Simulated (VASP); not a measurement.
# BP (I-4m2) in VASP: further runs, part 2 of 3

VASP 6.6.1. The steps go on from the part before.

### 3 Electric field gradients, PBE (equal xx and yy strain of -1 %)

Input file INCAR:

```
ALGO     = Normal         # electronic algorithm
EDIFF    = 1E-8           # SCF threshold, eV
ENCUT    = 520            # plane-wave cutoff, eV
GGA      = PE             # functional
ISIF     = 2              # what is computed and relaxed
ISMEAR   = -1             # smearing method
LASPH    = T              # aspherical terms in the spheres
LCHARG   = F              # write CHGCAR
LEFG     = T            
LREAL    = F              # projectors in reciprocal space
LWAVE    = F              # write WAVECAR
NBANDS   = 11             # bands
NELM     = 80             # most SCF steps
PREC     = Accurate       # precision mode
SIGMA    = 0.05           # smearing width, eV
```

Input file KPOINTS:

```
k-points
0
Gamma
  15 15 15
```

Input file POSCAR:

```
BP
1.0
    0.0000000000      2.2463100000      2.2690000000
    2.2463100000      0.0000000000      2.2690000000
    2.2463100000      2.2463100000      0.0000000000
B P
1 1
Direct
    0.0000000000      0.0000000000      0.0000000000
    0.7500000000      0.7500000000      0.7500000000
```

Potentials or basis: VASP PAW PBE potentials, release 64 (B, P).

Command:

```sh
$ cat potpaw_PBE.64/B/POTCAR potpaw_PBE.64/P/POTCAR > POTCAR
$ mpirun -np 1 vasp_std > vasp.out
```

OUTCAR:

```text
EDIFF = 1E-8
   ENCUT = 520
   GGA = PE
   ISIF = 2
   ISMEAR = -1
   LASPH = T
   LREAL = F
   NELM = 80
   PREC = Accurate

 ion  position               nearest neighbor table
   1  0.000  0.000  0.000-   2 1.95   2 1.95   2 1.95   2 1.95
   2  0.750  0.750  0.750-   1 1.95   1 1.95   1 1.95   1 1.95

  LATTYP: Found a body centered tetragonal cell.
 ALAT       =     3.1767620673
 C/A-ratio  =     1.4284985479

  Lattice vectors:

 A1 = (  -2.2463100000,   0.0000000000,   2.2690000000)
 A2 = (   2.2463100000,   0.0000000000,   2.2690000000)
 A3 = (   0.0000000000,   2.2463100000,  -2.2690000000)

Analysis of symmetry for initial positions (statically):
=====================================================================
 Subroutine PRICEL returns:
 Original cell was already a primitive cell.

 Routine SETGRP: Setting up the symmetry group for a
 body centered tetragonal supercell.

 Subroutine GETGRP returns: Found  8 space group operations
 (whereof  8 operations were pure point group operations)
 out of a pool of 16 trial point group operations.

The static configuration has the point symmetry D_2d.

Analysis of symmetry for dynamics (positions and initial velocities):
=====================================================================
 Subroutine PRICEL returns:
 Original cell was already a primitive cell.

 Routine SETGRP: Setting up the symmetry group for a
 body centered tetragonal supercell.

 Subroutine GETGRP returns: Found  8 space group operations
 (whereof  8 operations were pure point group operations)
 out of a pool of 16 trial point group operations.

The dynamic configuration has the point symmetry D_2d.
[... 161 lines left out ...]
      7      11.1414      0.00000
      8      15.3528      0.00000
      9      19.3225      0.00000
     10      19.7217      0.00000
     11      19.9936      0.00000
[... 309 lines left out ...]
 k-point    24 :       0.2000    0.1333    0.0000
  band No.  band energies     occupation
      1      -7.2482      2.00000
      2       5.0273      2.00000
      3       5.9734      2.00000
      4       6.2609      2.00000
      5      10.4626      0.00000
      6      13.3913      0.00000
      7      13.5419      0.00000
      8      14.8306      0.00000
      9      18.4954      0.00000
     10      20.4619      0.00000
     11      21.3838      0.00000

 [... further k-points ...]
[... 5 lines left out ...]
  --------------------------------------------------------------------------------------
  -------------------------------------------------------------------------------------
  Total        0.7537861      0.7537861      0.3568073      0.0000000      0.0000000      0.0000000
  in kB       52.7417846     52.7417846     24.9655087      0.0000000      0.0000000      0.0000000
  external PRESSURE =      43.4830260 kB  Pullay stress =       0.0000000 kB

 VOLUME and BASIS-vectors are now :
 -----------------------------------------------------------------------------
  energy-cutoff  :      520.00
  volume of cell :       22.90
      direct lattice vectors                 reciprocal lattice vectors
     0.000000000  2.246310000  2.269000000    -0.222587265  0.222587265  0.220361393
     2.246310000  0.000000000  2.269000000     0.222587265 -0.222587265  0.220361393
     2.246310000  2.246310000  0.000000000     0.222587265  0.222587265 -0.220361393

 POSITION                                       TOTAL-FORCE (eV/Angst)
 -----------------------------------------------------------------------------------
      0.00000      0.00000      0.00000        -0.000000     -0.000000      0.000000
      3.36946      3.36946      3.40350         0.000000      0.000000     -0.000000
 -----------------------------------------------------------------------------------
    total drift:                               -0.000000     -0.000000     -0.000000

  FREE ENERGIE OF THE ION-ELECTRON SYSTEM (eV)
  ---------------------------------------------------
  free  energy   TOTEN  =       -12.9217261214 eV

  energy  without entropy=      -12.9217260777  energy(sigma->0) =      -12.92172610

 Electric field gradients (V/A^2)
---------------------------------------------------------------------
 ion       V_xx      V_yy      V_zz      V_xy      V_xz      V_yz
---------------------------------------------------------------------
   1      -0.034    -0.034     0.069     0.000     0.000     0.000
   2      -0.234    -0.234     0.468    -0.000    -0.000    -0.000
---------------------------------------------------------------------

 Electric field gradients after diagonalization (V/A^2)
 (convention: |V_zz| > |V_xx| > |V_yy|)
----------------------------------------------------------------------
 ion       V_xx      V_yy      V_zz     asymmetry (V_yy - V_xx)/ V_zz
----------------------------------------------------------------------
   1      -0.034    -0.034     0.069       0.001
   2      -0.234    -0.234     0.468       0.001
----------------------------------------------------------------------

           NMR quadrupolar parameters

 Cq : quadrupolar parameter    Cq=e*Q*V_zz/h
 eta: asymmetry parameters     (V_yy - V_xx)/ V_zz
 Q  : nuclear electric quadrupole moment in mb (millibarn)
----------------------------------------------------------------------
 ion       Cq(MHz)       eta       Q (mb)
----------------------------------------------------------------------
   1       0.000       0.001       1.000
   2       0.001       0.001       1.000
----------------------------------------------------------------------
```

stdout:

```text
POSCAR found type information on POSCAR B P
 POSCAR found :  2 types and       2 ions
 scaLAPACK will be used
 LDA part: xc-table for (Slater+PW92), standard interpolation
 POSCAR, INCAR and KPOINTS ok, starting setup
 FFT: planning ... GRIDC
 FFT: planning ... GRID_SOFT
 FFT: planning ... GRID
 WAVECAR not read
 entering main loop
ion   1

ion   2
```

Run time: 34 s. Hardware: 1 thread of Intel Xeon 6975P-C, shared host; peak memory 0.19 GiB.

Results:

```yaml
Free_energy: -12.9217 eV
Pressure: 4.3 GPa
Band_gap_on_the_k_mesh: 1.14 eV, indirect (least direct gap 3.38 eV)
```

Levels at points of the mesh, in eV from the valence-band top:
```
           k point  band 1  band 2  band 3  band 4  band 5  band 6  band 7  band 8  band 9
(0.00, 0.00, 0.00)  -15.67   -0.10    0.00    0.00    3.38    3.38    3.44    7.65   11.62
```

Electric field gradients, principal values (V/Å²):
| atom | least | middle | greatest (by size) |
| --- | --- | --- | --- |
| 1 B | -0.034 | -0.034 | 0.069 |
| 2 P | -0.234 | -0.234 | 0.468 |

Caveat: the cell differs from its parent crystal (equal xx and yy strain of -1 %); without QUAD_EFG the Cq values of the log hold for a quadrupole moment of 1 mb, not for the nuclei.

### 4 Electric field gradients, PBE (zz strain of -1 %)

Input file INCAR:

```
PREC = Accurate ; ENCUT = 520
EDIFF = 1E-8 ; ISMEAR = -1
SIGMA = 0.05 ; LREAL = False
LASPH = True ; NELM = 60
ALGO = Normal ; ISIF = 2
LWAVE = False ; LCHARG = False
GGA = PE ; LEFG = True
NBANDS = 11
```

Input file KPOINTS:

```
regular mesh
0
Gamma
  15 15 15
```

Input file POSCAR:

```
BP
1.0
    0.0000000000      2.2690000000      2.2463100000
    2.2690000000      0.0000000000      2.2463100000
    2.2690000000      2.2690000000      0.0000000000
B P
1 1
Direct
    0.0000000000      0.0000000000      0.0000000000
    0.7500000000      0.7500000000      0.7500000000
```

Potentials or basis: VASP PAW PBE potentials, release 64 (B, P).

Command:

```sh
$ cat potpaw_PBE.64/B/POTCAR potpaw_PBE.64/P/POTCAR > POTCAR
$ mpirun -np 1 vasp_std > vasp.out
```

OUTCAR:

```text
PREC = Accurate
   ENCUT = 520
   EDIFF = 1E-8
   ISMEAR = -1
   LREAL = False
   LASPH = True
   NELM = 60
   ISIF = 2
   GGA = PE

 ion  position               nearest neighbor table
   1  0.000  0.000  0.000-   2 1.96   2 1.96   2 1.96   2 1.96
   2  0.750  0.750  0.750-   1 1.96   1 1.96   1 1.96   1 1.96

  LATTYP: Found a body centered tetragonal cell.
 ALAT       =     3.2088505730
 C/A-ratio  =     1.4000714267

  Lattice vectors:

 A1 = (   0.0000000000,  -2.2690000000,  -2.2463100000)
 A2 = (   0.0000000000,   2.2690000000,  -2.2463100000)
 A3 = (   2.2690000000,   0.0000000000,   2.2463100000)

Analysis of symmetry for initial positions (statically):
=====================================================================
 Subroutine PRICEL returns:
 Original cell was already a primitive cell.

 Routine SETGRP: Setting up the symmetry group for a
 body centered tetragonal supercell.

 Subroutine GETGRP returns: Found  8 space group operations
 (whereof  8 operations were pure point group operations)
 out of a pool of 16 trial point group operations.

The static configuration has the point symmetry D_2d.

Analysis of symmetry for dynamics (positions and initial velocities):
=====================================================================
 Subroutine PRICEL returns:
 Original cell was already a primitive cell.

 Routine SETGRP: Setting up the symmetry group for a
 body centered tetragonal supercell.

 Subroutine GETGRP returns: Found  8 space group operations
 (whereof  8 operations were pure point group operations)
 out of a pool of 16 trial point group operations.

The dynamic configuration has the point symmetry D_2d.

 Subroutine INISYM returns: Found  8 space group operations
 (whereof  8 operations are pure point group operations),
 and found     1 'primitive' translations

----------------------------------------------------------------------------------------

                                     Primitive cell

  volume of cell :      23.1296

  direct lattice vectors                    reciprocal lattice vectors
     0.000000000  2.269000000  2.246310000    -0.220361393  0.220361393  0.222587265
     2.269000000  0.000000000  2.246310000     0.220361393 -0.220361393  0.222587265
     2.269000000  2.269000000  0.000000000     0.220361393  0.220361393 -0.222587265

  length of vectors
     3.192846632  3.192846632  3.208850573     0.382966549  0.382966549  0.382966549

  position of ions in fractional coordinates (direct lattice)
     0.000000000  0.000000000  0.000000000
     0.750000000  0.750000000  0.750000000

  ion indices of the primitive-cell ions
   primitive index   ion index
                 1           1
                 2           2

----------------------------------------------------------------------------------------

 KPOINTS: regular mesh

Automatic generation of k-mesh.
[... 74 lines left out ...]
   POTIM  = 0.5000    time-step for ionic-motion
   TEBEG  =    0.0;   TEEND  =   0.0 temperature during run
   PSTRESS=    0.0 pullay stress
   NELECT =       8.0000    total number of electrons
   NUPDOWN=      -1.0000    fix difference up-down
   EMIN   =  10.00;   EMAX   =-10.00  energy-range for DOS
   EFERMI =   0.00;   METHOD = LEGACY
   ISMEAR =    -1;   SIGMA  =   0.05  broadening in eV -4-tet -1-fermi 0-gaus
   EFERMI_NEDOS =   21; number of points for ismear=-14 and -15
   IALGO  =     38    algorithm
   IMIX   =      4    mixing-type and parameters
     AMIX     =   0.40;   BMIX     =  1.00
     AMIX_MAG =   1.60;   BMIX_MAG =  1.00
  volume/ion in A,a.u.               =      11.56        78.04
  Fermi-wavevector in a.u.,A,eV,Ry     =   1.149164  2.171605 17.967547  1.320577
  Thomas-Fermi vector in A             =   2.285835
   LORBIT       =      0    0 simple, 1 ext, 2 COOP (PROOUT), +10 PAW based schemes
   GGA     = PE    functional components
   LHFCALC =     F    Hartree Fock is set to
   AEXX    =    0.0000 exact exchange contribution
   IVDW    =     0    specifies the selected vdW correction
   LEPSILON=     F    determine dielectric tensor
   LRPA    =     F    only Hartree local field effects (RPA)
 non-spin polarized calculation
  energy-cutoff  :      520.00
  volume of cell :       23.13
 maximum number of plane-waves:       635
   NGX = 11   NGY = 11   NGZ = 11

 number of electron       8.0000001 magnetization

 Free energy of the ion-electron system (eV)
  ---------------------------------------------------
  ext. energy  EPLUGINS =         0.00000000
  ---------------------------------------------------
  free energy    TOTEN  =       -12.92685363 eV

  energy without entropy =      -12.92685359  energy(sigma->0) =      -12.92685361

 E-fermi :   8.1414     XC(G=0): -10.9508

 val. band max:        7.6173585723   @ k =   0.0000   0.0000   0.0000
 cond. band min:       8.6914195446   @ k =   0.4000   0.4000   0.0000
 fundamental gap:      1.0740609723
 Fermi energy:         8.1414286641

 k-point     1 :       0.0000    0.0000    0.0000
  band No.  band energies     occupation
      1      -7.9983      2.00000
      2       7.5196      1.99999
      3       7.5196      1.99999
      4       7.6174      1.99994
      5      10.9304      0.00000
      6      10.9874      0.00000
      7      10.9874      0.00000
      8      15.0784      0.00000
      9      19.1334      0.00000
     10      19.5766      0.00000
     11      19.8400      0.00000
[... 309 lines left out ...]
 k-point    24 :       0.2000    0.1333    0.0000
  band No.  band energies     occupation
      1      -7.2669      2.00000
      2       4.9228      2.00000
      3       5.7810      2.00000
      4       6.2035      2.00000
      5      10.2108      0.00000
      6      13.2639      0.00000
      7      13.4049      0.00000
      8      14.7133      0.00000
      9      18.5167      0.00000
     10      20.1008      0.00000
     11      21.2386      0.00000

 [... further k-points ...]
[... 5 lines left out ...]
  --------------------------------------------------------------------------------------
  -------------------------------------------------------------------------------------
  Total        0.2448361      0.2448361      0.6317548      0.0000000      0.0000000      0.0000000
  in kB       16.9596713     16.9596713     43.7613211      0.0000000      0.0000000      0.0000000
  external PRESSURE =      25.8935546 kB  Pullay stress =       0.0000000 kB

 VOLUME and BASIS-vectors are now :
 -----------------------------------------------------------------------------
  energy-cutoff  :      520.00
  volume of cell :       23.13
      direct lattice vectors                 reciprocal lattice vectors
     0.000000000  2.269000000  2.246310000    -0.220361393  0.220361393  0.222587265
     2.269000000  0.000000000  2.246310000     0.220361393 -0.220361393  0.222587265
     2.269000000  2.269000000  0.000000000     0.220361393  0.220361393 -0.222587265

 POSITION                                       TOTAL-FORCE (eV/Angst)
 -----------------------------------------------------------------------------------
      0.00000      0.00000      0.00000        -0.000000     -0.000000      0.000000
      3.40350      3.40350      3.36946         0.000000      0.000000      0.000000
 -----------------------------------------------------------------------------------
    total drift:                               -0.000000     -0.000000     -0.000000

  FREE ENERGIE OF THE ION-ELECTRON SYSTEM (eV)
  ---------------------------------------------------
  free  energy   TOTEN  =       -12.9268536329 eV

  energy  without entropy=      -12.9268535891  energy(sigma->0) =      -12.92685361

 Electric field gradients (V/A^2)
---------------------------------------------------------------------
 ion       V_xx      V_yy      V_zz      V_xy      V_xz      V_yz
---------------------------------------------------------------------
   1       0.028     0.028    -0.057     0.000     0.000     0.000
   2       0.222     0.222    -0.445    -0.000    -0.000    -0.000
---------------------------------------------------------------------

 Electric field gradients after diagonalization (V/A^2)
 (convention: |V_zz| > |V_xx| > |V_yy|)
----------------------------------------------------------------------
 ion       V_xx      V_yy      V_zz     asymmetry (V_yy - V_xx)/ V_zz
----------------------------------------------------------------------
   1       0.028     0.028    -0.057       0.001
   2       0.223     0.222    -0.445       0.000
----------------------------------------------------------------------

           NMR quadrupolar parameters

 Cq : quadrupolar parameter    Cq=e*Q*V_zz/h
 eta: asymmetry parameters     (V_yy - V_xx)/ V_zz
 Q  : nuclear electric quadrupole moment in mb (millibarn)
----------------------------------------------------------------------
 ion       Cq(MHz)       eta       Q (mb)
----------------------------------------------------------------------
   1      -0.000       0.001       1.000
   2      -0.001       0.000       1.000
----------------------------------------------------------------------
```

Run time: 28 s. Hardware: 1 thread of Intel Xeon Platinum 8488C (Sapphire Rapids), shared host; peak memory 0.18 GiB.

Results:

```yaml
Free_energy: -12.9269 eV
Pressure: 2.6 GPa
Band_gap_on_the_k_mesh: 1.07 eV, indirect (least direct gap 3.31 eV)
```

Stress tensor (GPa, compression positive):
```
1.70 0.00 0.00
0.00 1.70 0.00
0.00 0.00 4.38
```

Levels at points of the mesh, in eV from the valence-band top:
```
           k point  band 1  band 2  band 3  band 4  band 5  band 6  band 7  band 8  band 9
(0.00, 0.00, 0.00)  -15.62   -0.10   -0.10    0.00    3.31    3.37    3.37    7.46   11.52
```

Electric field gradients, principal values (V/Å²):
```
atom  least  middle  greatest (by size)
 1 B  0.028   0.028              -0.057
 2 P  0.222   0.223              -0.445
```

Caveat: the cell differs from its parent crystal (zz strain of -1 %); without QUAD_EFG the Cq values of the log hold for a quadrupole moment of 1 mb, not for the nuclei.

[end of part 2 of 3]
